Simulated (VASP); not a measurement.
## Au: relaxation of cell and atoms with PBE

The system is Au.

```
Au
1.0
     2.90000    0.00000    0.00000
    -1.45000    2.51147    0.00000
     0.00000    0.00000    4.88000
Au
2
Direct
  0.33333 0.66667 0.75000
  0.66667 0.33333 0.25000
```

| Item | Value |
| --- | --- |
| Program | VASP 6.6.1 |
| Task | relaxation of cell and atoms |
| Functional | PBE |
| Potentials or basis | VASP PAW PBE potentials, release 64 (Au) |
| Cutoff | 600 eV |
| k mesh | 18 × 18 × 10 |
| Occupations | gaussian, width 0.1 eV |
| Spin | no spin polarisation |
| Dipole correction | no |
| Further INCAR settings | ALGO = Fast; EDIFF = 1e-07; IBRION = 2; EDIFFG = -0.005; NSW = 100; ISIF = 3 |

* Relaxed volume: 18.00 Å³/atom
* Relaxed cell: a = 2.916 Å, b = 2.916 Å, c = 4.887 Å, α = 90.00°, β = 90.00°, γ = 120.00°
* Space group after relaxing (to 0.05 Å): P6_3/mmc (No. 194)
* Energy gained by relaxing: 1.3 meV/atom
* Ionic steps: 7
* Pressure after relaxing: 0.0 GPa
* Band gap on the k mesh: zero (band 11 reaches 12.60 eV, above the bottom of band 12 at 6.02 eV)

Step by step:
```
step  energy change (eV)  largest force (eV/Å)  pressure (GPa)  volume (Å³)
   1              0.0000                0.0000            1.79        35.54
   2              0.0012                0.0000           -2.12        36.58
   3             -0.0026                0.0000           -0.01        36.01
   4             -0.0026                0.0000           -0.02        36.01
   5             -0.0026                0.0000           -0.02        36.00
   6             -0.0026                0.0000           -0.02        35.99
   7             -0.0026                0.0000           -0.02        36.00
```

Final structure:
```
Au
1.0
     2.91642    0.00000    0.00000
    -1.45821    2.52569    0.00000
     0.00000    0.00000    4.88728
Au
2
Direct
  0.33333 0.66667 0.75000
  0.66667 0.33333 0.25000
```

Levels at points of the mesh, in eV from the Fermi level:
| k point | band 7 | band 8 | band 9 | band 10 | band 11 | band 12 | band 13 | band 14 | band 15 |
| --- | --- | --- | --- | --- | --- | --- | --- | --- | --- |
| (0.00, 0.00, 0.00) | -3.99 | -3.37 | -3.37 | -2.11 | -2.11 | -0.84 | 2.48 | 14.63 | 15.73 |
| (0.50, 0.00, 0.00) | -3.44 | -1.90 | -1.83 | -1.66 | 0.39 | 1.47 | 5.66 | 7.02 | 7.15 |
| (0.00, 0.00, 0.50) | -4.31 | -4.31 | -2.53 | -2.53 | -2.53 | -2.53 | 10.35 | 10.35 | 14.90 |
| (0.50, 0.00, 0.50) | -2.30 | -2.30 | -1.73 | -1.73 | 0.60 | 0.60 | 3.71 | 3.71 | 13.05 |

It took 3.9 min on 1 thread of Intel(R) Xeon(R) Platinum 8488C (Sapphire Rapids), with other jobs on the host, peak memory 0.26 GiB.

Caveat: spin-orbit coupling is left out, which moves the levels of the heavy elements. Zero-point motion and thermal expansion aren't in these numbers.
